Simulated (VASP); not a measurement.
# W9C8 in VASP: a series of runs, part 2 of 2

VASP 6.6.1. Earlier steps stand in the parts before.

## 3. Single point, PBEsol

Contents of INCAR:

```
SYSTEM = W9C8
PREC = Accurate ; ENCUT = 520
EDIFF = 1E-6 ; ISMEAR = 0
SIGMA = 0.05 ; LREAL = Auto
LASPH = .TRUE. ; NELM = 60
ALGO = Normal ; ISIF = 2
LWAVE = .FALSE. ; LCHARG = .FALSE.
GGA = PS ; NBANDS = 93
```

Contents of KPOINTS:

```
regular mesh
0
G
  4 4 1
  0 0 0
```

Contents of POSCAR:

```
W9C8
1.0
    5.7920000000      0.0000000000      0.0000000000
   -2.8960000000      5.0160190000      0.0000000000
    0.0000000000      0.0000000000     17.2583500000
W C
9 8
Direct
    0.0000000000      0.0000000000      0.0579430247
   -0.0117241590     -0.0054842296      0.2236435117
    0.0000000498      0.5000000997      0.0579430247
   -0.0115566148      0.4952752372      0.2237653078
    0.5000000000      0.0000000000      0.0579430247
    0.4909934511     -0.0037731117      0.2135115466
    0.5000000498      0.5000000997      0.0579430247
    0.4945849601      0.4981657765      0.2215189749
    0.4583785595      0.9811725195      0.3599891647
    0.3283873450      0.1667605326      0.1338931010
    0.3325087445      0.1629515359      0.2955692172
    0.3283944694      0.6623158724      0.1339523187
    0.3331814949      0.6724165120      0.2958990286
    0.8321529383      0.1664056695      0.1348339210
    0.7947515496      0.1482071739      0.3011244992
    0.8317244750      0.6660708422      0.1365556962
    0.8249511865      0.6633236437      0.2902493576
```

Potentials or basis: VASP PAW PBE potentials, release 64 (W_sv, C).

Started as:

```console
$ cat potpaw_PBE.64/W_sv/POTCAR potpaw_PBE.64/C/POTCAR > POTCAR
$ mpirun -np 1 vasp_std > vasp.out
```

OUTCAR:

```text
SYSTEM = W9C8
   PREC = Accurate
   ENCUT = 520
   EDIFF = 1E-6
   ISMEAR = 0
   LREAL = Auto
   LASPH = .TRUE.
   NELM = 60
   ISIF = 2
   GGA = PS

 ion  position               nearest neighbor table
   1  0.000  0.000  0.058-  10 2.11  14 2.14  16 2.16   2 2.86   3 2.90   7 2.90   5 2.90   5 2.90
                             7 2.90   3 2.90
   2  0.988  0.995  0.224-  17 2.02  11 2.13  15 2.20  16 2.23  14 2.25  10 2.30   1 2.86   8 2.87
                             6 2.89   4 2.89   4 2.90   6 2.91   8 2.93
   3  0.000  0.500  0.058-  12 2.11  14 2.14  16 2.16   4 2.86   1 2.90   5 2.90   7 2.90   7 2.90
                             5 2.90   1 2.90
   4  0.988  0.495  0.224-  17 2.02  13 2.13  15 2.20  16 2.23  14 2.25  12 2.30   3 2.86   8 2.87
                             6 2.89   2 2.89   2 2.90   6 2.91   8 2.92
   5  0.500  0.000  0.058-  14 2.13  12 2.14  10 2.14   6 2.69   7 2.90   3 2.90   1 2.90   1 2.90
                             3 2.90   7 2.90
   6  0.491  0.996  0.214-  15 2.15  13 2.16  11 2.16  10 2.16  12 2.17  14 2.18   9 2.53   5 2.69
                             2 2.89   4 2.89   8 2.90   8 2.90   4 2.91   2 2.91
   7  0.500  0.500  0.058-  10 2.12  12 2.13  16 2.15   8 2.82   5 2.90   1 2.90   3 2.90   3 2.90
                             1 2.90   5 2.90
   8  0.495  0.498  0.222-  17 2.04  11 2.11  13 2.12  16 2.24  12 2.24  10 2.25   7 2.82   2 2.87
                             4 2.87   6 2.90   6 2.90   4 2.92   2 2.93
   9  0.458  0.981  0.360-  11 1.91  13 1.91  15 1.97   6 2.53
  10  0.328  0.167  0.134-   1 2.11   7 2.12   5 2.14   6 2.16   8 2.25   2 2.30
  11  0.333  0.163  0.296-   9 1.91   8 2.11   2 2.13   6 2.16
  12  0.328  0.662  0.134-   3 2.11   7 2.13   5 2.14   6 2.17   8 2.24   4 2.30
  13  0.333  0.672  0.296-   9 1.91   8 2.12   4 2.13   6 2.16
  14  0.832  0.166  0.135-   5 2.13   3 2.14   1 2.14   6 2.18   2 2.25   4 2.25
  15  0.795  0.148  0.301-   9 1.97   6 2.15   4 2.20   2 2.20
  16  0.832  0.666  0.137-   7 2.15   1 2.16   3 2.16   4 2.23   2 2.23   8 2.24
  17  0.825  0.663  0.290-   2 2.02   4 2.02   8 2.04

  LATTYP: Found a hexagonal cell.
 ALAT       =     5.7920000000
 C/A-ratio  =     2.9796875000

  Lattice vectors:

 A1 = (   5.7920000000,   0.0000000000,   0.0000000000)
 A2 = (  -2.8960000000,   5.0160190000,   0.0000000000)
 A3 = (   0.0000000000,   0.0000000000,  17.2583500000)

Analysis of symmetry for initial positions (statically):
[... 173 lines left out ...]
  energy-cutoff  :      520.00
  volume of cell :      501.40
 maximum number of plane-waves:     13519
 NGX is ok and might be reduce to    48
   NGX = 21   NGY = 21   NGZ = 65

 number of electron     157.9999994 magnetization

 Free energy of the ion-electron system (eV)
  ---------------------------------------------------
  ext. energy  EPLUGINS =         0.00000000
  ---------------------------------------------------
  free energy    TOTEN  =      -186.77069835 eV

  energy without entropy =     -186.76537496  energy(sigma->0) =     -186.76803666

 E-fermi :   1.4884     XC(G=0):  -6.3247

 val. band max:        1.4420020021   @ k =   0.0000   0.0000   0.0000
 cond. band min:       1.5429975135   @ k =  -0.2500   0.5000   0.0000
 fundamental gap:      0.1009955114
 Fermi energy:         1.4884135621

 k-point     1 :       0.0000    0.0000    0.0000
  band No.  band energies     occupation
      1     -73.1110      2.00000
      2     -72.5341      2.00000
      3     -72.4841      2.00000
      4     -72.4754      2.00000
      5     -72.4377      2.00000
      6     -72.4306      2.00000
[... 929 lines left out ...]
     90       3.5987      0.00000
     91       3.6924      0.00000
 [bands above 91 left out]

------------------------ aborting loop because EDIFF is reached ----------------------------------------

  FORCE on cell =-STRESS in cart. coord.  units (eV):
  Direction    XX          YY          ZZ          XY          YZ          ZX
  --------------------------------------------------------------------------------------
  -------------------------------------------------------------------------------------
  Total       -4.2038640     -4.3934077      1.5103494      0.3287723      1.7927736      3.7970124
  in kB      -13.4329762    -14.0386417      4.8261523      1.0505551      5.7286072     12.1329276
  external PRESSURE =      -7.5484886 kB  Pullay stress =       0.0000000 kB

 VOLUME and BASIS-vectors are now :
 -----------------------------------------------------------------------------
  energy-cutoff  :      520.00
  volume of cell :      501.40
      direct lattice vectors                 reciprocal lattice vectors
     5.792000000  0.000000000  0.000000000     0.172651934  0.099680643  0.000000000
    -2.896000000  5.016019000  0.000000000     0.000000000  0.199361286  0.000000000
     0.000000000  0.000000000 17.258350000     0.000000000  0.000000000  0.057942967

 POSITION                                       TOTAL-FORCE (eV/Angst)
 -----------------------------------------------------------------------------------
      0.00000      0.00000      1.00000        -0.200494     -0.007333      0.307958
      2.84398      4.98851      3.85972         0.010401      0.011193     -0.107088
     -1.44800      2.50801      1.00000        -0.119481     -0.137953      0.321707
      4.29075      2.48431      3.86182         0.011661      0.000183     -0.117514
      2.89600      0.00000      1.00000        -0.093408     -0.037712     -0.998103
     -0.04124      4.99709      3.68486        -0.031298     -0.020099     -0.037542
[... 9 lines left out ...]
      2.88841      3.34102      2.35673        -0.025646     -0.012745      0.005769
      2.85713      3.32724      5.00923        -0.100504     -0.056972     -0.000172
 -----------------------------------------------------------------------------------
    total drift:                               -0.016804     -0.013942      0.001007

  FREE ENERGIE OF THE ION-ELECTRON SYSTEM (eV)
  ---------------------------------------------------
  free  energy   TOTEN  =      -186.7706983534 eV

  energy  without entropy=     -186.7653749634  energy(sigma->0) =     -186.76803666
```

OSZICAR:

```text
N       E                     dE             d eps       ncg     rms          rms(c)
DAV:   1     0.188987131113E+04    0.18899E+04   -0.93520E+04  2260   0.162E+03
DAV:   2    -0.939849097995E+02   -0.19839E+04   -0.19418E+04  2142   0.492E+02
DAV:   3    -0.212542378469E+03   -0.11856E+03   -0.11549E+03  2264   0.117E+02
[... 22 lines left out ...]
DAV:  26    -0.186770686745E+03   -0.10210E-04   -0.32620E-06  1504   0.693E-03    0.227E-03
DAV:  27    -0.186770692997E+03   -0.62520E-05   -0.14554E-06  1339   0.417E-03    0.158E-03
DAV:  28    -0.186770696681E+03   -0.36838E-05   -0.69637E-07  1257   0.267E-03    0.164E-03
DAV:  29    -0.186770697979E+03   -0.12976E-05   -0.27531E-07  1291   0.198E-03    0.111E-03
DAV:  30    -0.186770698353E+03   -0.37462E-06   -0.16797E-07  1183   0.139E-03
   1 F= -.18677070E+03 E0= -.18676804E+03  d E =-.532339E-02
```

It took 15 min on 1 thread of AMD EPYC 9R45 (Zen 5), shared host; peak memory 0.73 GiB.

Results:

```
Free energy            : -186.7707 eV
Largest force          : 1.153 eV/Å
Band gap on the k mesh : zero (band 79 reaches 1.94 eV, above the bottom of band 80 at 1.38 eV)
```

Forces on the atoms (eV/Å):
```
W   -0.200 -0.007  0.308
W    0.010  0.011 -0.107
W   -0.119 -0.138  0.322
W    0.012  0.000 -0.118
W   -0.093 -0.038 -0.998
W   -0.031 -0.020 -0.038
W   -0.168 -0.072  0.029
W   -0.049 -0.032  0.072
W    1.006  0.520  0.215
C   -0.022 -0.003  0.025
C   -0.159 -0.176  0.139
C   -0.016 -0.017  0.020
C   -0.240 -0.082  0.113
C    0.003  0.002 -0.015
C    0.194  0.121  0.025
C   -0.026 -0.013  0.006
C   -0.101 -0.057  0.000
```

Levels at points of the mesh, in eV from the Fermi level:
| k point | band 76 | band 77 | band 78 | band 79 | band 80 | band 81 | band 82 | band 83 |
| --- | --- | --- | --- | --- | --- | --- | --- | --- |
| (0.00, 0.00, 0.00) | -0.05 | 0.07 | 0.10 | 0.45 | 0.53 | 0.55 | 0.93 | 0.94 |
| (0.50, 0.00, 0.00) | -0.97 | -0.84 | -0.66 | -0.64 | -0.11 | 0.38 | 0.68 | 0.82 |
| (0.00, 0.50, 0.00) | -1.06 | -0.91 | -0.68 | -0.53 | -0.10 | 0.37 | 0.73 | 0.82 |
| (0.50, 0.50, 0.00) | -1.06 | -0.92 | -0.68 | -0.53 | -0.10 | 0.38 | 0.73 | 0.82 |

Caveat: the PAW data sets were made with another functional, which shifts forces and pressure a little; spin-orbit coupling is left out, which moves the levels of the heavy elements.
